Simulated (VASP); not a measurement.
Here is a VASP 6.6.1 calculation.

INCAR

```
PREC     = Accurate       # precision mode
ENCUT    = 600            # plane-wave cutoff, eV
EDIFF    = 1E-6           # SCF threshold, eV
ISMEAR   = -1             # smearing method
SIGMA    = 0.02           # smearing width, eV
LREAL    = False          # projectors in reciprocal space
LASPH    = True           # aspherical terms in the spheres
NELM     = 60             # most SCF steps
ALGO     = Normal         # electronic algorithm
ISIF     = 3              # what is computed and relaxed
LWAVE    = False          # write WAVECAR
LCHARG   = False          # write CHGCAR
GGA      = PE             # functional
IBRION   = 2              # ionic algorithm
NSW      = 70             # ionic steps
EDIFFG   = -0.005         # ionic threshold
```

KPOINTS

```
Automatic mesh
0
Gamma
  11 11 11
```

Contents of POSCAR:

```
TaN
1.0
    0.0000000000      2.1790000000      2.1790000000
    2.1790000000      0.0000000000      2.1790000000
    2.1790000000      2.1790000000      0.0000000000
Ta N
1 1
Direct
    0.5000000000      0.5000000000      0.5000000000
    0.0000000000      0.0000000000      0.0000000000
```

Potentials or basis: VASP PAW PBE potentials, release 64 (Ta_pv, N).

Command:

```bash
$ cat potpaw_PBE.64/Ta_pv/POTCAR potpaw_PBE.64/N/POTCAR > POTCAR
$ mpirun -np 1 vasp_std > vasp.out
```

(1) What does it give for the relaxed volume?

(2) Predict the band gap on the k mesh.

(3) Estimate the relaxed cell.

## Answers

(1) 10.80 Å³/atom.

(2) zero (band 8 reaches 11.01 eV, above the bottom of band 9 at 7.31 eV).

(3) a = 3.126 Å, b = 3.126 Å, c = 3.126 Å, α = 60.00°, β = 60.00°, γ = 60.00°.

Caveat: spin-orbit coupling is left out, which moves the levels of the heavy elements.
